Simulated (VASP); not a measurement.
Wanted: the native input for a VASP 6.6.1 run.

```yaml
Task: electric field gradients
Functional: PBEsol
Potentials_or_basis: VASP PAW PBE potentials, release 64 (W_sv, C)
Cutoff: 520 eV
k_mesh: 14 × 14 × 13
Occupations: fermi-dirac, width 0.05 eV
Spin: no spin polarisation
Dipole_correction: no
Further_INCAR_settings: ALGO = Normal; EDIFF = 1e-08; NBANDS = 16
```

The structure of WC lies in POSCAR:

```
WC
1.0
    2.9386703057      0.0000000000      0.0000000000
   -1.4693351528      2.5449631381      0.0000000000
    0.0000000000      0.0000000000      2.8662279534
W C
1 1
Direct
    0.0000000000      0.0000000000      0.0000000000
    0.6666666667      0.3333333333      0.5000000000
```

This cell differs from its parent crystal: volume scaled by 1.04.

These files were run (other wordings do the same):

INCAR

```
PREC = Accurate
ENCUT = 520
EDIFF = 1E-8
ISMEAR = -1
SIGMA = 0.05
LREAL = F
LASPH = T
NELM = 60
ALGO = Normal
ISIF = 2
LWAVE = F
LCHARG = F
GGA = PS
LEFG = T
NBANDS = 16
```

KPOINTS

```
Automatic mesh
0
Gamma
  14 14 13
```

Potentials or basis: VASP PAW PBE potentials, release 64 (W_sv, C).

Run with:

```bash
$ cat potpaw_PBE.64/W_sv/POTCAR potpaw_PBE.64/C/POTCAR > POTCAR
$ mpirun -np 1 vasp_std > vasp.out
```

Results of the run:

```
Pressure               : -14.3 GPa
Band gap on the k mesh : zero (band 9 reaches 11.21 eV, above the bottom of band 10 at 9.93 eV)
```

Caveat: without QUAD_EFG the Cq values of the log hold for a quadrupole moment of 1 mb, not for the nuclei; the PAW data sets were made with another functional, which shifts forces and pressure a little; spin-orbit coupling is left out, which moves the levels of the heavy elements.

Wall time 60 s on 1 thread of Intel(R) Xeon(R) Platinum 8259CL CPU @ 2.50GHz (Skylake/Cascade Lake), on a shared host, peak memory 0.18 GiB.
